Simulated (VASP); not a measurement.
# KBr (Immm) in VASP: further runs, part 2 of 2

VASP 6.6.1. The steps go on from the part before.

## Step 4: Single point, PBEsol (strain +0.0375 x Voigt [0, 0, 0, 1, 0, 0])

Contents of INCAR:

```
SYSTEM = KBr
PREC     = Accurate       ! precision mode
ENCUT    = 520            ! plane-wave cutoff, eV
EDIFF    = 1E-7           ! SCF threshold, eV
ISMEAR   = 0              ! smearing method
SIGMA    = 0.05           ! smearing width, eV
LREAL    = .False.        ! projectors in reciprocal space
LASPH    = .True.         ! aspherical terms in the spheres
NELM     = 100            ! most SCF steps
ALGO     = Normal         ! electronic algorithm
ISIF     = 2              ! what is computed and relaxed
LWAVE    = .False.        ! write WAVECAR
LCHARG   = .True.         ! write CHGCAR
GGA      = PS             ! functional
LELF     = .True.         ! ELF
LVHAR    = .True.       
NBANDS   = 15             ! bands
```

Contents of KPOINTS:

```
Automatic mesh
0
Gamma
  6 6 6
  0 0 0
```

Contents of POSCAR:

```
KBr
1.0
    0.0000000000      3.3542343750      3.3542343750
    3.2925000000      0.0617343750      3.2925000000
    3.2925000000      3.2925000000      0.0617343750
K Br
1 1
Direct
    0.0000000000      0.0000000000      0.0000000000
    0.5000000000      0.5000000000      0.5000000000
```

Potentials or basis: VASP PAW PBE potentials, release 64 (K_sv, Br).

Started as:

```bash
$ cat potpaw_PBE.64/K_sv/POTCAR potpaw_PBE.64/Br/POTCAR > POTCAR
$ mpirun -np 1 vasp_std > vasp.out
```

OUTCAR:

```text
SYSTEM = KBr
   PREC = Accurate
   ENCUT = 520
   EDIFF = 1E-7
   ISMEAR = 0
   LREAL = .False.
   LASPH = .True.
   NELM = 100
   ISIF = 2
   GGA = PS

 ion  position               nearest neighbor table
   1  0.000  0.000  0.000-   2 3.29   2 3.29   2 3.29   2 3.29   2 3.29   2 3.29
   2  0.500  0.500  0.500-   1 3.29   1 3.29   1 3.29   1 3.29   1 3.29   1 3.29

  LATTYP: Found a body centered orthorhombic cell.
 ALAT       =     4.5689925637
 B/A-ratio  =     1.0382165605
 C/A-ratio  =     1.4412367515

  Lattice vectors:

 A1 = (  -3.2925000000,   3.2925000000,   0.0617343750)
 A2 = (  -3.2925000000,  -3.2925000000,  -0.0617343750)
 A3 = (   3.2925000000,   0.0617343750,   3.2925000000)

Analysis of symmetry for initial positions (statically):
=====================================================================
 Subroutine PRICEL returns:
 Original cell was already a primitive cell.

 Routine SETGRP: Setting up the symmetry group for a
 body centered orthorhombic supercell.

 Subroutine GETGRP returns: Found  8 space group operations
 (whereof  8 operations were pure point group operations)
 out of a pool of  8 trial point group operations.

The static configuration has the point symmetry D_2h.

Analysis of symmetry for dynamics (positions and initial velocities):
=====================================================================
 Subroutine PRICEL returns:
 Original cell was already a primitive cell.

 Routine SETGRP: Setting up the symmetry group for a
 body centered orthorhombic supercell.

 Subroutine GETGRP returns: Found  8 space group operations
 (whereof  8 operations were pure point group operations)
 out of a pool of  8 trial point group operations.

The dynamic configuration has the point symmetry D_2h.

 Subroutine INISYM returns: Found  8 space group operations
 (whereof  8 operations are pure point group operations),
 and found     1 'primitive' translations

----------------------------------------------------------------------------------------

                                     Primitive cell

  volume of cell :      71.3600
[... 115 lines left out ...]
   LHFCALC =     F    Hartree Fock is set to
   AEXX    =    0.0000 exact exchange contribution
   IVDW    =     0    specifies the selected vdW correction
   LEPSILON=     F    determine dielectric tensor
   LRPA    =     F    only Hartree local field effects (RPA)
 non-spin polarized calculation
 Gauss-broadening in eV      SIGMA  =   0.05
  energy-cutoff  :      520.00
  volume of cell :       71.36
 maximum number of plane-waves:      1938
   NGX = 17   NGY = 17   NGZ = 17

 number of electron      16.0000000 magnetization

 Free energy of the ion-electron system (eV)
  ---------------------------------------------------
  ext. energy  EPLUGINS =         0.00000000
  ---------------------------------------------------
  free energy    TOTEN  =        -6.45791901 eV

  energy without entropy =       -6.45791901  energy(sigma->0) =       -6.45791901

 E-fermi :  -1.4502     XC(G=0):  -7.5760

 val. band max:       -1.7521623009   @ k =   0.0000   0.0000   0.0000
 cond. band min:       2.4958422458   @ k =   0.0000   0.0000   0.0000
 fundamental gap:      4.2480045467
 Fermi energy:        -1.4501655775

 k-point     1 :       0.0000    0.0000    0.0000
  band No.  band energies     occupation
      1     -29.3980      2.00000
      2     -14.1117      2.00000
      3     -12.9423      2.00000
      4     -12.9411      2.00000
      5     -12.9397      2.00000
      6      -1.8362      2.00000
      7      -1.7979      2.00000
      8      -1.7522      2.00000
      9       2.4958      0.00000
     10       5.5809      0.00000
     11       5.7345      0.00000
     12       5.8871      0.00000
     13       6.5753      0.00000
     14       6.5835      0.00000
[... 401 lines left out ...]
      2     -14.2255      2.00000
      3     -12.9635      2.00000
      4     -12.9563      2.00000
      5     -12.7605      2.00000
      6      -2.8720      2.00000
      7      -2.2295      2.00000
      8      -2.0685      2.00000
      9       4.8618      0.00000
     10       5.8180      0.00000
     11       7.3691      0.00000
     12       7.6950      0.00000
     13       8.0885      0.00000
     14       8.3236      0.00000
     15       9.2053      0.00000

 [... further k-points ...]
[... 5 lines left out ...]
  --------------------------------------------------------------------------------------
  -------------------------------------------------------------------------------------
  Total       -0.0855176     -0.0816973     -0.0816973      0.0000000     -0.0849110      0.0000000
  in kB       -1.9200442     -1.8342709     -1.8342709      0.0000000     -1.9064268      0.0000000
  external PRESSURE =      -1.8628620 kB  Pullay stress =       0.0000000 kB

 VOLUME and BASIS-vectors are now :
 -----------------------------------------------------------------------------
  energy-cutoff  :      520.00
  volume of cell :       71.36
      direct lattice vectors                 reciprocal lattice vectors
     0.000000000  3.354234375  3.354234375    -0.151860289  0.149065314  0.149065314
     3.292500000  0.061734375  3.292500000     0.151860289 -0.154762077  0.154762077
     3.292500000  3.292500000  0.061734375     0.151860289  0.154762077 -0.154762077

 POSITION                                       TOTAL-FORCE (eV/Angst)
 -----------------------------------------------------------------------------------
      0.00000      0.00000      0.00000        -0.000000      0.000000      0.000000
      3.29250      3.35423      3.35423         0.000000     -0.000000     -0.000000
 -----------------------------------------------------------------------------------
    total drift:                                0.000000      0.000000      0.000000

  FREE ENERGIE OF THE ION-ELECTRON SYSTEM (eV)
  ---------------------------------------------------
  free  energy   TOTEN  =        -6.4579190061 eV

  energy  without entropy=       -6.4579190061  energy(sigma->0) =       -6.45791901
```

OSZICAR:

```text
N       E                     dE             d eps       ncg     rms          rms(c)
DAV:   1     0.990075308603E+02    0.99008E+02   -0.67446E+03  1380   0.929E+02
DAV:   2    -0.314562210472E+00   -0.99322E+02   -0.92019E+02  1835   0.228E+02
DAV:   3    -0.639435487668E+01   -0.60798E+01   -0.60469E+01  1892   0.500E+01
DAV:   4    -0.662115239417E+01   -0.22680E+00   -0.22673E+00  2134   0.858E+00
DAV:   5    -0.662270211417E+01   -0.15497E-02   -0.15497E-02  1899   0.800E-01    0.307E+00
DAV:   6    -0.646275368520E+01    0.15995E+00   -0.19602E-01  1709   0.224E+00    0.228E+00
DAV:   7    -0.645004864818E+01    0.12705E-01   -0.90962E-02  1884   0.165E+00    0.110E+00
DAV:   8    -0.645717605353E+01   -0.71274E-02   -0.10692E-02  1629   0.761E-01    0.145E-01
DAV:   9    -0.645754378271E+01   -0.36773E-03   -0.42807E-04  1877   0.123E-01    0.770E-02
DAV:  10    -0.645791272214E+01   -0.36894E-03   -0.41906E-04  1485   0.112E-01    0.233E-02
DAV:  11    -0.645791634737E+01   -0.36252E-05   -0.16952E-05  2049   0.214E-02    0.587E-03
DAV:  12    -0.645791897393E+01   -0.26266E-05   -0.32569E-06  1506   0.117E-02    0.752E-03
DAV:  13    -0.645791900610E+01   -0.32176E-07   -0.65981E-07  1919   0.409E-03
   1 F= -.64579190E+01 E0= -.64579190E+01  d E =-.187297E-19
```

It took 33 s on 1 thread of Intel Xeon 6975P-C, shared host; peak memory 0.23 GiB.

Results:

| Quantity | Value |
| --- | --- |
| Free energy | -6.4579 eV |
| Pressure | -0.2 GPa |
| Band gap on the k mesh | 4.25 eV, direct |

Caveat: the cell differs from its parent crystal (strain +0.0375 x Voigt [0, 0, 0, 1, 0, 0]); the PAW data sets were made with another functional, which shifts forces and pressure a little.

## Step 5: Single point, PBEsol (strain +0.0125 x Voigt [0, 0, 0, 1, 0, 0])

Contents of INCAR:

```
SYSTEM = KBr
ALGO     = Normal         ! electronic algorithm
EDIFF    = 1E-6           ! SCF threshold, eV
ENCUT    = 520            ! plane-wave cutoff, eV
GGA      = PS             ! functional
ISIF     = 2              ! what is computed and relaxed
ISMEAR   = 0              ! smearing method
LASPH    = .True.         ! aspherical terms in the spheres
LCHARG   = .True.         ! write CHGCAR
LELF     = .True.         ! ELF
LREAL    = .False.        ! projectors in reciprocal space
LVHAR    = .True.       
LWAVE    = .False.        ! write WAVECAR
NBANDS   = 15             ! bands
NELM     = 80             ! most SCF steps
PREC     = Accurate       ! precision mode
SIGMA    = 0.05           ! smearing width, eV
```

Contents of KPOINTS:

```
k-points
0
Gamma
  6 6 6
  0 0 0
```

Contents of POSCAR:

```
KBr
1.0
    0.0000000000      3.3130781250      3.3130781250
    3.2925000000      0.0205781250      3.2925000000
    3.2925000000      3.2925000000      0.0205781250
K Br
1 1
Direct
    0.0000000000      0.0000000000      0.0000000000
    0.5000000000      0.5000000000      0.5000000000
```

Started as:

```bash
$ cat potpaw_PBE.64/K_sv/POTCAR potpaw_PBE.64/Br/POTCAR > POTCAR
$ mpirun -np 1 vasp_std > vasp.out
```

It took 27 s on 1 thread of Intel Xeon 6975P-C, shared host; peak memory 0.23 GiB.

It converged, with:

```yaml
Free_energy: -6.4593 eV
Pressure: -0.2 GPa
Band_gap_on_the_k_mesh: 4.28 eV, direct
```

Stress tensor (GPa, compression positive):
```
-0.18  0.00  0.00
 0.00 -0.18 -0.06
 0.00 -0.06 -0.18
```

Levels at points of the mesh, in eV from the valence-band top:
```
           k point  band 6  band 7  band 8  band 9  band 10  band 11
(0.00, 0.00, 0.00)   -0.03   -0.01    0.00    4.28     7.46     7.52
(0.50, 0.00, 0.00)   -1.24   -0.36   -0.34    6.44     8.12     9.68
(0.00, 0.50, 0.00)   -1.23   -0.38   -0.36    6.44     8.16     9.71
(0.50, 0.50, 0.00)   -0.85   -0.31   -0.31    5.72     7.10     9.33
(0.00, 0.50, 0.50)   -0.85   -0.33   -0.29    5.72     7.10     9.33
```

Caveat: the cell differs from its parent crystal (strain +0.0125 x Voigt [0, 0, 0, 1, 0, 0]); the PAW data sets were made with another functional, which shifts forces and pressure a little.

## Step 6: Summary

| cell | gap on the mesh (eV) | pressure (GPa) |
| --- | --- | --- |
| a = 4.540, b = 4.657, c = 4.657 Å, angles 61.7, 60.8, 60.8°, 2 atoms | 4.23 | -0.2 |
| a = 4.715, b = 4.656, c = 4.656 Å, angles 59.2, 59.6, 59.6°, 2 atoms | 4.26 | -0.2 |
| a = 4.744, b = 4.657, c = 4.657 Å, angles 58.8, 59.4, 59.4°, 2 atoms | 4.25 | -0.2 |
| a = 4.685, b = 4.656, c = 4.656 Å, angles 59.6, 59.8, 59.8°, 2 atoms | 4.28 | -0.2 |

Alike in all rows: task single point; level PBEsol; potentials or basis VASP PAW PBE potentials, release 64 (K_sv, Br); no spin polarisation; k mesh 6 × 6 × 6; cutoff (eV) 520; smearing gaussian 0.05 eV.

Caveats: the PAW data sets were made with another functional, which shifts forces and pressure a little.

Absolute energies hang on the potentials; compare differences alone.
